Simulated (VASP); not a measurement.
Wanted: the native input for a VASP 6.6.1 run.

| Property | Result |
| --- | --- |
| Task | single point |
| Functional | LDA |
| Potentials or basis | VASP PAW PBE potentials, release 64 (Gd, O) |
| Cutoff | 520 eV |
| k mesh | 9 × 9 × 9 |
| Occupations | fermi-dirac, width 0.05 eV |
| Spin | collinear spin, ferromagnetic start |
| Starting moments | [7.0, 0.0] μB |
| Dipole correction | no |
| Further INCAR settings | ALGO = Normal; EDIFF = 1e-06; NBANDS = 23 |

The structure of GdO lies in POSCAR:

```
GdO
1.0
    0.0000000000      2.7000000000      2.7000000000
    2.7000000000      0.0000000000      2.7000000000
    2.7000000000      2.7000000000      0.0000000000
Gd O
1 1
Direct
    0.0000000000      0.0000000000      0.0000000000
    0.7500000000      0.7500000000      0.7500000000
```

One way to write it, as run:

INCAR

```
  ALGO = Normal
  EDIFF = 1E-6
  ENCUT = 520
  GGA = CA
  ISIF = 2
  ISMEAR = -1
  ISPIN = 2
  LASPH = True
  LCHARG = False
  LMAXMIX = 6
  LORBIT = 11
  LREAL = False
  LWAVE = False
  MAGMOM = 7 0
  NBANDS = 23
  NELM = 150
  PREC = Accurate
  SIGMA = 0.05
```

KPOINTS

```
k-points
0
Gamma
  9 9 9
```

Potentials or basis: VASP PAW PBE potentials, release 64 (Gd, O).

Launch:

```bash
$ cat potpaw_PBE.64/Gd/POTCAR potpaw_PBE.64/O/POTCAR > POTCAR
$ mpirun -np 1 vasp_std > vasp.out
```

Results of the run:

The pressure is -7.4 GPa, the net moment is 6.85 μB per cell and the site moments are Gd +6.64; O -0.05 μB. The valence electrons inside the program's atomic spheres are Gd 15.23; O 4.95.

Caveat: the PAW data sets were made with another functional, which shifts forces and pressure a little; a cell with one magnetic atom can't hold antiferromagnetic order, which such compounds often take.

Wall time 38 s on 1 thread of Intel(R) Xeon(R) 6975P-C (Granite Rapids) (shared host), peak memory 0.18 GiB.
